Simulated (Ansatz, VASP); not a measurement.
One calculation of Ba, two programs

File INCAR:

```
SYSTEM = Ba
ALGO = Normal
EDIFF = 1E-6
ENCUT = 520
GGA = PE
ISIF = 2
ISMEAR = -1
LASPH = .TRUE.
LCHARG = .FALSE.
LREAL = .FALSE.
LWAVE = .FALSE.
NBANDS = 11
NELM = 80
PREC = Accurate
SIGMA = 0.1
```

File KPOINTS:

```
k-points
0
G
  10 10 10
  0 0 0
```

File POSCAR:

```
Ba
1.0
    0.0000000000      2.7957077850      2.7957077850
    2.7957077850      0.0000000000      2.7957077850
    2.7957077850      2.7957077850      0.0000000000
Ba
1
Direct
    0.0000000000      0.0000000000      0.0000000000
```

Input for Ansatz:

```yaml
crystal:
  lattice:
    - [0.0, 2.795707785, 2.795707785]
    - [2.795707785, 0.0, 2.795707785]
    - [2.795707785, 2.795707785, 0.0]
  atoms:
    - { symbol: Ba, position: [0.0, 0.0, 0.0] }
kpoints:
  mp_grid: { grid: [10, 10, 10] }
scf:
  occupations: { method: fermi_dirac, width: 0.1 }
hamiltonian:
  xc: pbe
  pseudopotentials: { kind: all_electron, lapw: { basis_error: 0.001 } }
output:
  forces: true
  stress: true
  eigenvalues: true
  populations: true
```

Change from the starting cell: volume scaled by 0.68, LAPW.

Alike in both runs: task single point; functional PBE; k mesh 10 × 10 × 10; occupations fermi-dirac, width 0.1 eV; no spin polarisation.

```csv
,VASP,Ansatz
version,VASP 6.6.1,Ansatz 0.2.0
potentials or method,"VASP PAW PBE potentials, release 64 (Ba_sv), cutoff 520 eV","all-electron LAPW, scalar-relativistic"
```

|  | VASP | Ansatz | Ansatz less VASP |
| --- | --- | --- | --- |
| pressure (GPa) | 5.1 | 4.8 | -0.36 |

Ansatz ran all-electron here, and VASP with PAW potentials.

Neither program's run includes spin-orbit coupling.
